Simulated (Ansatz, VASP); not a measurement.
## One calculation of LuPb2, two programs

```
Lu Pb
1.0
    -1.86532    1.86532    6.60344
     1.86532   -1.86532    6.60344
     1.86532    1.86532   -6.60344
Lu Pb
1 2
Direct
  0.00000 0.00000 0.00000
  0.33300 0.33300 0.00000
  0.66700 0.66700 0.00000
```

Change from the starting cell: volume scaled by 1.02.

Alike in both runs: task single point; functional PBEsol; k mesh 12 × 12 × 12; occupations fermi-dirac, width 0.05 eV; no spin polarisation.

|  | VASP | Ansatz |
| --- | --- | --- |
| version | VASP 6.6.1 | Ansatz 0.2.0 |
| potentials or method | VASP PAW PBE potentials, release 64 (Lu, Pb_d), cutoff 520 eV | all-electron LAPW, scalar-relativistic |

VASP gave:

```
pressure (GPa)                                                : -4.4
traceless stress, the component that is largest in VASP (GPa) : -0.56
rms of the force components (eV/Å)                            : 0.160
```

What did Ansatz give for the same quantities?

Pressure (GPa): -4.4; traceless stress, the component that is largest in VASP (GPa): -0.56; rms of the force components (eV/Å): 0.162.

VASP's potentials were made for PBE, not for PBEsol. Atom by atom the forces differ by 0.002 eV/Å (rms over components). Ansatz ran all-electron here, and VASP with PAW potentials.

Spin-orbit coupling is off throughout.
